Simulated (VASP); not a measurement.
A run of VASP 6.6.1:

Contents of INCAR:

```
  ALGO = Normal
  DIPOL = 0.5 0.5 0.347
  EDIFF = 1E-6
  ENCUT = 520
  GGA = PE
  GGA_COMPAT = F
  IDIPOL = 3
  ISIF = 2
  ISMEAR = 0
  ISPIN = 2
  LASPH = T
  LCHARG = T
  LDIPOL = T
  LELF = T
  LORBIT = 11
  LREAL = F
  LVACPOTAV = T
  LVHAR = T
  LWAVE = F
  MAGMOM = 0 0 0 0 0 0 1
  NBANDS = 40
  NELM = 200
  NELMDL = -8
  PREC = Accurate
  SIGMA = 0.05
```

KPOINTS

```
k-points
0
Gamma
  8 8 1
```

POSCAR

```
Ga3HN3
1.0
    3.2165072845      0.0000000000      0.0000000000
    0.0000000000      3.2165072845      0.0000000000
    0.0000000000      0.0000000000     21.2198073008
N Ga H
3 3 1
Direct
    0.0000000000      0.5000000000      0.1885031256
    0.5000000000      0.0000000000      0.2956866679
    0.0000000000      0.5000000000      0.4029970648
    0.5000000000      0.5000000000      0.2420948967
    0.0000000000      0.0000000000      0.3470972837
    0.5000000000      0.5000000000      0.4580535140
    0.6250000000      1.0000000000      0.4956262656
```

Potentials or basis: VASP PAW PBE potentials, release 64 (N, Ga_d, H).

Launch:

```sh
$ cat potpaw_PBE.64/N/POTCAR potpaw_PBE.64/Ga_d/POTCAR potpaw_PBE.64/H/POTCAR > POTCAR
$ mpirun -np 1 vasp_std > vasp.out
```

Hardware: 1 thread of Oxide Virtual Turin-like Processor (shared host).

Q: How long does it take, and how much memory?

A: Run time: 69 min on 1 thread of Oxide Virtual Turin-like Processor (shared host), peak memory 0.52 GiB. Counts: scf iterations 126, k points 25.
